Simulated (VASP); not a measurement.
# Si16C17 (a cell with a defect) in VASP: single point with PBE

Aim: the single point of Si16C17 (a cell with a defect) with PBE.

All numbers are computed with VASP 6.6.1; they aren't measurements. Logs are shortened: lines on timing, memory, paths and dates and some standing lists are left out, and cuts for length are marked.

## Step 1: The cell of the first run

The cell holds a defect, 33 atoms: a = 6.184 Å, b = 6.184 Å, c = 10.149 Å, α = 90.00°, β = 90.00°, γ = 120.00°.

## Step 2: Single point, PBE

INCAR

```
PREC = Accurate ; ENCUT = 520
EDIFF = 1E-6 ; ISMEAR = 0
SIGMA = 0.02 ; LREAL = Auto
LASPH = True ; NELM = 60
ALGO = Normal ; ISIF = 2
LWAVE = False ; LCHARG = False
GGA = PE ; NBANDS = 88
```

KPOINTS

```
regular mesh
0
Gamma
  2 2 2
```

POSCAR

```
Si16C17
1.0
    6.1838730322      0.0000000000      0.0000000000
   -3.0919365161      5.3553911397      0.0000000000
    0.0000000000      0.0000000000     10.1485845858
Si C
16 17
Direct
    0.1657109648      0.3341619600      0.2498649914
    0.1669854783      0.3326349007      0.7511911573
    0.1828916313      0.8375309820      0.2477020297
    0.1728727074      0.8355206713      0.7427361852
    0.6521541022      0.3219326012      0.2598463833
    0.6654051636      0.3310598524      0.7437767243
    0.6458142357      0.8564248400      0.2656255143
    0.6682783242      0.8327008959      0.7469656419
    0.3259800384      0.1625253837      0.4992461714
    0.3395857156      0.1687169016      0.9957915722
    0.3242013526      0.6625672911      0.5024899735
    0.3438190460      0.6697535075      0.9977225804
    0.8311324413      0.1670537178      0.5056967261
    0.8355639851      0.1681246013      0.9993304893
    0.8241144658      0.6647139130      0.4918906630
    0.8548267725      0.6681961983      0.9719395761
    0.1621279358      0.3311709553      0.4372458999
    0.1706099466      0.3347960874      0.9393054686
    0.1607272856      0.8291590444      0.4346782512
    0.1898729769      0.8427531962      0.9257121444
    0.6587009651      0.3221208227      0.4447545332
    0.6680505989      0.3294618365      0.9292686010
    0.6532920621      0.8396156103      0.4489029935
    0.6765713647      0.8342449475      0.9360352589
    0.3299159882      0.1650430336      0.1852251399
    0.3313180316      0.1671530569      0.6843590790
    0.3387226370      0.6669929249      0.1864449159
    0.3324450300      0.6623689862      0.6874702517
    0.8306175535      0.1723827403      0.1894967701
    0.8365321460      0.1672772309      0.6900617461
    0.7647793420      0.6568347499      0.2409301494
    0.8353040668      0.6668469038      0.6838013657
   -0.0924515198     -0.3544071666      0.1428661295
```

Potentials or basis: VASP PAW PBE potentials, release 64 (Si, C).

Command:

```
$ cat potpaw_PBE.64/Si/POTCAR potpaw_PBE.64/C/POTCAR > POTCAR
$ mpirun -np 1 vasp_std > vasp.out
```

OUTCAR:

```text
PREC = Accurate
   ENCUT = 520
   EDIFF = 1E-6
   ISMEAR = 0
   LREAL = Auto
   LASPH = True
   NELM = 60
   ISIF = 2
   GGA = PE

 ion  position               nearest neighbor table
   1  0.166  0.334  0.250-  27 1.90  29 1.90  17 1.90  25 1.90   5 3.05   3 3.06   9 3.09  14 3.10
                             7 3.10  11 3.11   7 3.11   3 3.13  12 3.13   5 3.14
   2  0.167  0.333  0.751-  30 1.88  28 1.88  26 1.89  18 1.91  10 3.07  13 3.07  14 3.08  11 3.08
                            12 3.09   6 3.09   8 3.09   4 3.09   4 3.09   8 3.10   6 3.10   9 3.11
   3  0.183  0.838  0.248-  33 1.85  27 1.86  25 1.87  19 1.90  31 2.25   7 2.81   5 2.95   1 3.06
                            12 3.09   9 3.09  11 3.09  10 3.11   1 3.13  15 3.14
   4  0.173  0.836  0.743-  20 1.86  28 1.87  26 1.87  32 1.90  16 2.88  11 2.99   9 3.03   6 3.06
                             8 3.07   2 3.09   2 3.09   8 3.11  10 3.13   6 3.13
   5  0.652  0.322  0.260-  31 1.84  21 1.88  25 1.88  29 1.90  33 2.18   7 2.86   3 2.95  15 2.99
                             9 2.99   1 3.05  13 3.07   1 3.14
   6  0.665  0.331  0.744-  30 1.87  22 1.88  26 1.89  32 1.90  16 2.94  13 2.99   4 3.06   9 3.08
                             2 3.09   8 3.09   8 3.09  10 3.10   2 3.10  15 3.12   4 3.13  14 3.15
   7  0.646  0.856  0.266-  31 1.74  27 1.84  23 1.86  29 1.87   3 2.81   5 2.86  13 2.96  11 2.96
                            15 3.03   1 3.10   1 3.11
   8  0.668  0.833  0.747-  30 1.88  32 1.89  28 1.90  24 1.92  16 2.96  13 3.03   4 3.07  12 3.08
                             2 3.09  11 3.09   6 3.09   6 3.09   2 3.10   4 3.11  15 3.12  14 3.13
   9  0.326  0.163  0.499-  21 1.87  26 1.88  17 1.89  19 1.90   5 2.99   4 3.03  13 3.07   6 3.08
                            11 3.09  15 3.09   3 3.09   1 3.09  15 3.09  11 3.10   2 3.11  13 3.11
  10  0.340  0.169  0.996-  18 1.88  22 1.88  20 1.89  25 1.92  16 3.06   2 3.07  14 3.07  12 3.09
                             6 3.10  12 3.10   3 3.11  14 3.12   4 3.13  16 3.15
  11  0.324  0.663  0.502-  23 1.85  28 1.88  17 1.89  19 1.90   7 2.96   4 2.99  13 3.06   2 3.08
                             9 3.09  15 3.09   8 3.09   3 3.09   9 3.10  15 3.10   1 3.11  13 3.13
  12  0.344  0.670  0.998-  24 1.89  18 1.89  20 1.90  27 1.92  16 3.03  14 3.06   8 3.08  10 3.09
                             2 3.09   3 3.09  10 3.10  14 3.12   1 3.13
  13  0.831  0.167  0.506-  23 1.85  21 1.86  30 1.87  17 1.90   7 2.96   6 2.99   8 3.03  11 3.06
                             5 3.07   2 3.07   9 3.07  15 3.09  15 3.10   9 3.11  11 3.13
  14  0.836  0.168  0.999-  18 1.89  22 1.90  24 1.90  29 1.93  16 3.05  12 3.06  10 3.07   2 3.08
                             1 3.10  10 3.12  12 3.12   8 3.13   6 3.15
  15  0.824  0.665  0.492-  19 1.89  21 1.90  23 1.90  32 1.95  31 2.57   5 2.99   7 3.03  11 3.09
                            13 3.09   9 3.09   9 3.09  11 3.10  13 3.10   8 3.12   6 3.12   3 3.14
  16  0.855  0.668  0.972-  33 1.78  20 1.86  22 1.87  24 1.88   4 2.88   6 2.94   8 2.96  12 3.03
                            14 3.05  10 3.06  10 3.15
  17  0.162  0.331  0.437-   9 1.89  11 1.89   1 1.90  13 1.90
  18  0.171  0.335  0.939-  10 1.88  12 1.89  14 1.89   2 1.91
  19  0.161  0.829  0.435-  15 1.89  11 1.90   3 1.90   9 1.90
  20  0.190  0.843  0.926-  16 1.86   4 1.86  10 1.89  12 1.90
  21  0.659  0.322  0.445-  13 1.86   9 1.87   5 1.88  15 1.90
  22  0.668  0.329  0.929-  16 1.87   6 1.88  10 1.88  14 1.90
  23  0.653  0.840  0.449-  11 1.85  13 1.85   7 1.86  15 1.90
  24  0.677  0.834  0.936-  16 1.88  12 1.89  14 1.90   8 1.92
  25  0.330  0.165  0.185-   3 1.87   5 1.88   1 1.90  10 1.92
  26  0.331  0.167  0.684-   4 1.87   9 1.88   6 1.89   2 1.89
  27  0.339  0.667  0.186-   7 1.84   3 1.86   1 1.90  12 1.92
  28  0.332  0.662  0.687-   4 1.87  11 1.88   2 1.88   8 1.90
  29  0.831  0.172  0.189-   7 1.87   1 1.90   5 1.90  14 1.93
  30  0.837  0.167  0.690-  13 1.87   6 1.87   2 1.88   8 1.88
  31  0.765  0.657  0.241-  33 1.36   7 1.74   5 1.84   3 2.25  15 2.57
  32  0.835  0.667  0.684-   8 1.89   6 1.90   4 1.90  15 1.95
  33  0.908  0.646  0.143-  31 1.36  16 1.78   3 1.85   5 2.18

  LATTYP: Found a hexagonal cell.
 ALAT       =     6.1838730322
 C/A-ratio  =     1.6411372829

  Lattice vectors:

 A1 = (   6.1838730322,   0.0000000000,   0.0000000000)
 A2 = (  -3.0919365161,   5.3553911397,   0.0000000000)
 A3 = (   0.0000000000,   0.0000000000,  10.1485845858)

Analysis of symmetry for initial positions (statically):
=====================================================================
 Subroutine PRICEL returns:
 Original cell was already a primitive cell.

 Routine SETGRP: Setting up the symmetry group for a
 hexagonal supercell.

 Subroutine GETGRP returns: Found  1 space group operations
 (whereof  1 operations were pure point group operations)
 out of a pool of 24 trial point group operations.

The static configuration has the point symmetry C_1 .

Analysis of symmetry for dynamics (positions and initial velocities):
=====================================================================
[... 118 lines left out ...]

  Shift w.r.t. Gamma in fractional coordinates (k-lattice)
     0.000000000  0.000000000  0.000000000

 Subroutine IBZKPT returns following result:
 ===========================================

 Found      8 irreducible k-points:

 Following reciprocal coordinates:
            Coordinates               Weight
  0.000000  0.000000  0.000000      1.000000
  0.500000  0.000000  0.000000      1.000000
  0.000000  0.500000  0.000000      1.000000
  0.500000  0.500000  0.000000      1.000000
  0.000000  0.000000  0.500000      1.000000
  0.500000  0.000000  0.500000      1.000000
  0.000000  0.500000  0.500000      1.000000
  0.500000  0.500000  0.500000      1.000000
   k-points           NKPTS =      8   k-points in BZ     NKDIM =      8   number of bands    NBANDS=     88
   number of dos      NEDOS =    301   number of ions     NIONS =     33
   total plane-waves  NPLWV = 184320
   dimension x,y,z NGX =    48 NGY =   48 NGZ =   80
   dimension x,y,z NGXF=    96 NGYF=   96 NGZF=  160
   ions per type =              16  17
   NGX,Y,Z   is equivalent  to a cutoff of  12.90, 12.90, 13.10 a.u.
   NGXF,Y,Z  is equivalent  to a cutoff of  25.81, 25.81, 26.21 a.u.
 SYSTEM =  unknown system
   PREC   = accura    normal or accurate (medium, high low for compatibility)
   ISTART =      0    job   : 0-new  1-cont  2-samecut
   ICHARG =      2    charge: 1-file 2-atom 10-const
   ISPIN  =      1    spin polarized calculation?
   LNONCOLLINEAR =      F non collinear calculations
   LSORBIT =      F    spin-orbit coupling
   LASPH  =      T    aspherical Exc in radial PAW
   ENCUT  =  520.0 eV  38.22 Ry    6.18 a.u.  11.50 11.50 18.87*2*pi/ulx,y,z
   NELM   =     60;   NELMIN=  2; NELMDL= -5     # of ELM steps
   EDIFF  = 0.1E-05   stopping-criterion for ELM
   LREAL  =      T    real-space projection
   EDIFFG = 0.1E-04   stopping-criterion for IOM
   NSW    =      0    number of steps for IOM
   IBRION =     -1    ionic relax: 0-MD 1-quasi-New 2-CG
   NFREE  =      0    steps in history (QN), initial steepest desc. (CG)
   ISIF   =      2    stress and relaxation
   ISYM   =      2    0-nonsym 1-usesym 2-fastsym
   POTIM  = 0.5000    time-step for ionic-motion
   TEBEG  =    0.0;   TEEND  =   0.0 temperature during run
   PSTRESS=    0.0 pullay stress
   NELECT =     132.0000    total number of electrons
   NUPDOWN=      -1.0000    fix difference up-down
   EMIN   =  10.00;   EMAX   =-10.00  energy-range for DOS
   EFERMI =   0.00;   METHOD = LEGACY
   ISMEAR =     0;   SIGMA  =   0.02  broadening in eV -4-tet -1-fermi 0-gaus
   EFERMI_NEDOS =   21; number of points for ismear=-14 and -15
   IALGO  =     38    algorithm
   IMIX   =      4    mixing-type and parameters
     AMIX     =   0.40;   BMIX     =  1.00
     AMIX_MAG =   1.60;   BMIX_MAG =  1.00
  volume/ion in A,a.u.               =      10.18        68.73
  Fermi-wavevector in a.u.,A,eV,Ry     =   1.198893  2.265579 19.556256  1.437344
  Thomas-Fermi vector in A             =   2.334770
   LORBIT       =      0    0 simple, 1 ext, 2 COOP (PROOUT), +10 PAW based schemes
   GGA     = PE    functional components
   LHFCALC =     F    Hartree Fock is set to
   AEXX    =    0.0000 exact exchange contribution
   IVDW    =     0    specifies the selected vdW correction
   LEPSILON=     F    determine dielectric tensor
   LRPA    =     F    only Hartree local field effects (RPA)
 non-spin polarized calculation
 Gauss-broadening in eV      SIGMA  =   0.02
  energy-cutoff  :      520.00
  volume of cell :      336.09
 maximum number of plane-waves:      9074
 NGX is ok and might be reduce to    48
   NGX = 23   NGY = 23   NGZ = 37

 number of electron     132.0000001 magnetization

 Free energy of the ion-electron system (eV)
  ---------------------------------------------------
  ext. energy  EPLUGINS =         0.00000000
  ---------------------------------------------------
  free energy    TOTEN  =      -242.66164824 eV

  energy without entropy =     -242.65885470  energy(sigma->0) =     -242.66025147

 E-fermi :   9.5866     XC(G=0): -11.3797

 val. band max:        9.5846361183   @ k =   0.5000   0.0000   0.5000
 cond. band min:       9.5885887567   @ k =   0.5000   0.5000   0.0000
 fundamental gap:      0.0039526385
 Fermi energy:         9.5866124293

 k-point     1 :       0.0000    0.0000    0.0000
  band No.  band energies     occupation
      1      -7.9015      2.00000
      2      -6.7597      2.00000
      3      -6.1486      2.00000
      4      -5.3101      2.00000
      5      -4.1109      2.00000
      6      -4.0721      2.00000
[... 637 lines left out ...]
     77      13.5259      0.00000
     78      13.6031      0.00000
 [bands above 78 left out]

------------------------ aborting loop because EDIFF is reached ----------------------------------------

  FORCE on cell =-STRESS in cart. coord.  units (eV):
  Direction    XX          YY          ZZ          XY          YZ          ZX
  --------------------------------------------------------------------------------------
  -------------------------------------------------------------------------------------
  Total       19.4803166     12.0432851     16.1295621     -1.3531075     -1.4038709     -5.5619577
  in kB       92.8644216     57.4114235     76.8910734     -6.4503853     -6.6923791    -26.5143529
  external PRESSURE =      75.7223062 kB  Pullay stress =       0.0000000 kB

 VOLUME and BASIS-vectors are now :
 -----------------------------------------------------------------------------
  energy-cutoff  :      520.00
  volume of cell :      336.09
      direct lattice vectors                 reciprocal lattice vectors
     6.183873032  0.000000000  0.000000000     0.161710953  0.093363862  0.000000000
    -3.091936516  5.355391140  0.000000000     0.000000000  0.186727724  0.000000000
     0.000000000  0.000000000 10.148584586     0.000000000  0.000000000  0.098535908

 POSITION                                       TOTAL-FORCE (eV/Angst)
 -----------------------------------------------------------------------------------
     -0.00847      1.78957      2.53578        -0.001641      0.005660      0.005375
      0.00413      1.78139      7.62353        -0.008302      0.002296     -0.004739
     -1.45861      4.48531      2.51383        -0.007319     -0.004312     -0.009025
     -1.51435      4.47454      7.53772        -0.003683     -0.002796      0.005311
      3.03744      1.72408      2.63707        -0.008732     -0.008590      0.006858
      3.09117      1.77296      7.54828         0.008427     -0.001971     -0.005663
[... 25 lines left out ...]
      3.10357      3.57123      6.93962         0.000980     -0.002352      0.004689
      3.61603      3.45740      1.44989         0.042595      0.054285     -0.071555
 -----------------------------------------------------------------------------------
    total drift:                               -0.006698      0.009764      0.016735

  FREE ENERGIE OF THE ION-ELECTRON SYSTEM (eV)
  ---------------------------------------------------
  free  energy   TOTEN  =      -242.6616482410 eV

  energy  without entropy=     -242.6588546962  energy(sigma->0) =     -242.66025147
```

Run time: 5.9 min. Hardware: 1 thread of Intel Xeon Platinum 8259CL at 2.50GHz (Skylake/Cascade Lake), shared host; peak memory 0.48 GiB.

Results:

| Property | Result |
| --- | --- |
| Free energy | -242.6616 eV |
| Pressure | 7.6 GPa |
| Largest force | 0.099 eV/Å |
| Band gap on the k mesh | zero (bands 66 and 67 overlap by 0.58 eV) |

Forces on the atoms (eV/Å):
```
Si  -0.002  0.006  0.005
Si  -0.008  0.002 -0.005
Si  -0.007 -0.004 -0.009
Si  -0.004 -0.003  0.005
Si  -0.009 -0.009  0.007
Si   0.008 -0.002 -0.006
Si   0.014 -0.039  0.004
Si  -0.002  0.007 -0.008
Si   0.007  0.011 -0.001
Si  -0.001 -0.004 -0.002
Si   0.018  0.000 -0.005
Si  -0.004  0.003  0.006
Si  -0.003 -0.008  0.000
Si  -0.002  0.001  0.003
Si  -0.014 -0.002 -0.005
Si   0.011 -0.011  0.019
C    0.004  0.004 -0.005
C   -0.003 -0.003 -0.001
C    0.010  0.010 -0.003
C   -0.004 -0.004 -0.001
C    0.005  0.002  0.001
C   -0.006  0.016  0.005
C   -0.002 -0.004 -0.010
C    0.002 -0.012  0.001
C    0.009  0.004  0.007
C    0.003 -0.001  0.007
C   -0.017  0.000  0.001
C   -0.002  0.001 -0.002
C    0.006 -0.001 -0.010
C   -0.006  0.002 -0.003
C   -0.046 -0.014  0.072
C    0.001 -0.002  0.005
C    0.043  0.054 -0.072
```

Stress tensor (GPa, compression positive):
```
 9.29 -0.65 -2.65
-0.65  5.74 -0.67
-2.65 -0.67  7.69
```

Caveat: the k points lie up to 0.59 Å⁻¹ apart, too coarse for converged energies and pressures of a metal.
